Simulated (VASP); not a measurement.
# HgTe (Coloradoite) (F-43m) in VASP: notebook, part 2 of 2

VASP 6.6.1. The steps go on from the part before.

## 3. Single point, PBEsol

INCAR reads:

```
ALGO = Normal ; EDIFF = 1E-6
ENCUT = 520 ; GGA = PS
ISIF = 2 ; ISMEAR = 0
LASPH = True ; LCHARG = False
LREAL = False ; LWAVE = False
NBANDS = 16 ; NELM = 60
PREC = Accurate ; SIGMA = 0.1
```

KPOINTS reads:

```
k-points
0
Gamma
  12 12 12
```

POSCAR reads:

```
HgTe
1.0
    0.0000000000      3.2547153917      3.2547153917
    3.2547153917      0.0000000000      3.2547153917
    3.2547153917      3.2547153917      0.0000000000
Hg Te
1 1
Direct
    0.0000000000      0.0000000000      0.0000000000
    0.2500000000      0.2500000000      0.2500000000
```

Potentials or basis: VASP PAW PBE potentials, release 64 (Hg, Te).

The run is started by

```bash
> cat potpaw_PBE.64/Hg/POTCAR potpaw_PBE.64/Te/POTCAR > POTCAR
> mpirun -np 1 vasp_std > vasp.out
```

OUTCAR:

```text
EDIFF = 1E-6
   ENCUT = 520
   GGA = PS
   ISIF = 2
   ISMEAR = 0
   LASPH = True
   LREAL = False
   NELM = 60
   PREC = Accurate

 ion  position               nearest neighbor table
   1  0.000  0.000  0.000-   2 2.82   2 2.82   2 2.82   2 2.82
   2  0.250  0.250  0.250-   1 2.82   1 2.82   1 2.82   1 2.82

  LATTYP: Found a face centered cubic cell.
 ALAT       =     6.5094307834

  Lattice vectors:

 A1 = (   0.0000000000,   3.2547153917,   3.2547153917)
 A2 = (   3.2547153917,   0.0000000000,   3.2547153917)
 A3 = (   3.2547153917,   3.2547153917,   0.0000000000)

Analysis of symmetry for initial positions (statically):
=====================================================================
 Subroutine PRICEL returns:
 Original cell was already a primitive cell.

 Routine SETGRP: Setting up the symmetry group for a
 face centered cubic supercell.

 Subroutine GETGRP returns: Found 24 space group operations
 (whereof 24 operations were pure point group operations)
 out of a pool of 48 trial point group operations.

The static configuration has the point symmetry T_d .

Analysis of symmetry for dynamics (positions and initial velocities):
=====================================================================
 Subroutine PRICEL returns:
 Original cell was already a primitive cell.

 Routine SETGRP: Setting up the symmetry group for a
 face centered cubic supercell.

 Subroutine GETGRP returns: Found 24 space group operations
 (whereof 24 operations were pure point group operations)
 out of a pool of 48 trial point group operations.

The dynamic configuration has the point symmetry T_d .

 Subroutine INISYM returns: Found 24 space group operations
 (whereof 24 operations are pure point group operations),
 and found     1 'primitive' translations

----------------------------------------------------------------------------------------

                                     Primitive cell

[... 104 lines left out ...]
   EFERMI =   0.00;   METHOD = LEGACY
   ISMEAR =     0;   SIGMA  =   0.10  broadening in eV -4-tet -1-fermi 0-gaus
   EFERMI_NEDOS =   21; number of points for ismear=-14 and -15
   IALGO  =     38    algorithm
   IMIX   =      4    mixing-type and parameters
     AMIX     =   0.40;   BMIX     =  1.00
     AMIX_MAG =   1.60;   BMIX_MAG =  1.00
  volume/ion in A,a.u.               =      34.48       232.67
  Fermi-wavevector in a.u.,A,eV,Ry     =   1.046267  1.977158 14.893961  1.094675
  Thomas-Fermi vector in A             =   2.181098
   LORBIT       =      0    0 simple, 1 ext, 2 COOP (PROOUT), +10 PAW based schemes
   GGA     = PS    functional components
   LHFCALC =     F    Hartree Fock is set to
   AEXX    =    0.0000 exact exchange contribution
   IVDW    =     0    specifies the selected vdW correction
   LEPSILON=     F    determine dielectric tensor
   LRPA    =     F    only Hartree local field effects (RPA)
 non-spin polarized calculation
 Gauss-broadening in eV      SIGMA  =   0.10
  energy-cutoff  :      520.00
  volume of cell :       68.96
 maximum number of plane-waves:      1880
 NGX is ok and might be reduce to    36
   NGX = 17   NGY = 17   NGZ = 17

 number of electron      18.0000002 magnetization

 Free energy of the ion-electron system (eV)
  ---------------------------------------------------
  ext. energy  EPLUGINS =         0.00000000
  ---------------------------------------------------
  free energy    TOTEN  =        -4.37731950 eV

  energy without entropy =       -4.37716326  energy(sigma->0) =       -4.37724138

 E-fermi :   2.7956     XC(G=0):  -8.8418

 val. band max:        2.7317432183   @ k =   0.0000   0.0000   0.0000
 cond. band min:       3.1217506136   @ k =   0.0833   0.0000   0.0000
 fundamental gap:      0.3900073954
 Fermi energy:         2.7956300214

 k-point     1 :       0.0000    0.0000    0.0000
  band No.  band energies     occupation
      1      -9.1425      2.00000
      2      -4.4918      2.00000
      3      -4.4918      2.00000
      4      -4.4918      2.00000
      5      -3.9811      2.00000
      6      -3.9811      2.00000
[... 433 lines left out ...]
      3      -4.3285      2.00000
      4      -3.9977      2.00000
      5      -3.9707      2.00000
      6      -3.6756      2.00000
[... 8 lines left out ...]
     15      12.0034      0.00000
     16      12.1878      0.00000

 [... further k-points ...]
[... 5 lines left out ...]
  --------------------------------------------------------------------------------------
  -------------------------------------------------------------------------------------
  Total        0.0464548      0.0464548      0.0464548      0.0000000     -0.0000000     -0.0000000
  in kB        1.0793742      1.0793742      1.0793742      0.0000000     -0.0000000     -0.0000000
  external PRESSURE =       1.0793742 kB  Pullay stress =       0.0000000 kB

 VOLUME and BASIS-vectors are now :
 -----------------------------------------------------------------------------
  energy-cutoff  :      520.00
  volume of cell :       68.96
      direct lattice vectors                 reciprocal lattice vectors
     0.000000000  3.254715392  3.254715392    -0.153623263  0.153623263  0.153623263
     3.254715392  0.000000000  3.254715392     0.153623263 -0.153623263  0.153623263
     3.254715392  3.254715392  0.000000000     0.153623263  0.153623263 -0.153623263

 POSITION                                       TOTAL-FORCE (eV/Angst)
 -----------------------------------------------------------------------------------
      0.00000      0.00000      0.00000        -0.000000     -0.000000     -0.000000
      1.62736      1.62736      1.62736         0.000000      0.000000      0.000000
 -----------------------------------------------------------------------------------
    total drift:                               -0.000000     -0.000000     -0.000000

  FREE ENERGIE OF THE ION-ELECTRON SYSTEM (eV)
  ---------------------------------------------------
  free  energy   TOTEN  =        -4.3773195004 eV

  energy  without entropy=       -4.3771632615  energy(sigma->0) =       -4.37724138
```

Run time: 1.9 min. Hardware: 1 thread of AMD EPYC 7R43 (Zen 3), shared host; peak memory 0.22 GiB.

What came out:

```
Free energy            : -4.3773 eV
Pressure               : 0.1 GPa
Band gap on the k mesh : zero (filled and empty bands touch)
```

Caveat: the PAW data sets were made with another functional, which shifts forces and pressure a little; spin-orbit coupling is left out, which moves the levels of the heavy elements.

## 4. Single point, PBEsol

INCAR is that of step 3.

KPOINTS is that of step 3.

POSCAR reads:

```
HgTe
1.0
    0.0000000000      3.2547153908      3.2547153908
    3.2547153908      0.0000000000      3.2547153908
    3.2547153908      3.2547153908      0.0000000000
Hg Te
1 1
Direct
    0.0000000000      0.0000000000      0.0000000000
    0.2500000000      0.2500000000      0.2500000000
```

Potentials or basis: VASP PAW PBE potentials, release 64 (Hg, Te).

The run is started by

```bash
> cat potpaw_PBE.64/Hg/POTCAR potpaw_PBE.64/Te/POTCAR > POTCAR
> mpirun -np 1 vasp_std > vasp.out
```

OUTCAR:

```text
EDIFF = 1E-6
   ENCUT = 520
   GGA = PS
   ISIF = 2
   ISMEAR = 0
   LASPH = True
   LREAL = False
   NELM = 60
   PREC = Accurate

 ion  position               nearest neighbor table
   1  0.000  0.000  0.000-   2 2.82   2 2.82   2 2.82   2 2.82
   2  0.250  0.250  0.250-   1 2.82   1 2.82   1 2.82   1 2.82

  LATTYP: Found a face centered cubic cell.
 ALAT       =     6.5094307816

  Lattice vectors:

 A1 = (   0.0000000000,   3.2547153908,   3.2547153908)
 A2 = (   3.2547153908,   0.0000000000,   3.2547153908)
[... 625 lines left out ...]
      3      -4.3285      2.00000
      4      -3.9977      2.00000
      5      -3.9707      2.00000
      6      -3.6756      2.00000
[... 8 lines left out ...]
     15      12.0034      0.00000
     16      12.1878      0.00000

 [... further k-points ...]
[... 5 lines left out ...]
  --------------------------------------------------------------------------------------
  -------------------------------------------------------------------------------------
  Total        0.0464548      0.0464548      0.0464548      0.0000000     -0.0000000     -0.0000000
  in kB        1.0793746      1.0793746      1.0793746      0.0000000     -0.0000000     -0.0000000
  external PRESSURE =       1.0793746 kB  Pullay stress =       0.0000000 kB

 VOLUME and BASIS-vectors are now :
 -----------------------------------------------------------------------------
  energy-cutoff  :      520.00
  volume of cell :       68.96
      direct lattice vectors                 reciprocal lattice vectors
     0.000000000  3.254715391  3.254715391    -0.153623263  0.153623263  0.153623263
     3.254715391  0.000000000  3.254715391     0.153623263 -0.153623263  0.153623263
     3.254715391  3.254715391  0.000000000     0.153623263  0.153623263 -0.153623263

 POSITION                                       TOTAL-FORCE (eV/Angst)
 -----------------------------------------------------------------------------------
      0.00000      0.00000      0.00000         0.000000     -0.000000      0.000000
      1.62736      1.62736      1.62736        -0.000000      0.000000     -0.000000
 -----------------------------------------------------------------------------------
    total drift:                               -0.000000     -0.000000     -0.000000

  FREE ENERGIE OF THE ION-ELECTRON SYSTEM (eV)
  ---------------------------------------------------
  free  energy   TOTEN  =        -4.3773195001 eV

  energy  without entropy=       -4.3771632612  energy(sigma->0) =       -4.37724138
```

Run time: 25 s. Hardware: 1 thread of Intel Xeon 6975P-C (Granite Rapids), shared host; peak memory 0.26 GiB.

Results:

```yaml
Free_energy: -4.3773 eV
Pressure: 0.1 GPa
Band_gap_on_the_k_mesh: zero (filled and empty bands touch)
```

Caveat: the PAW data sets were made with another functional, which shifts forces and pressure a little; spin-orbit coupling is left out, which moves the levels of the heavy elements.
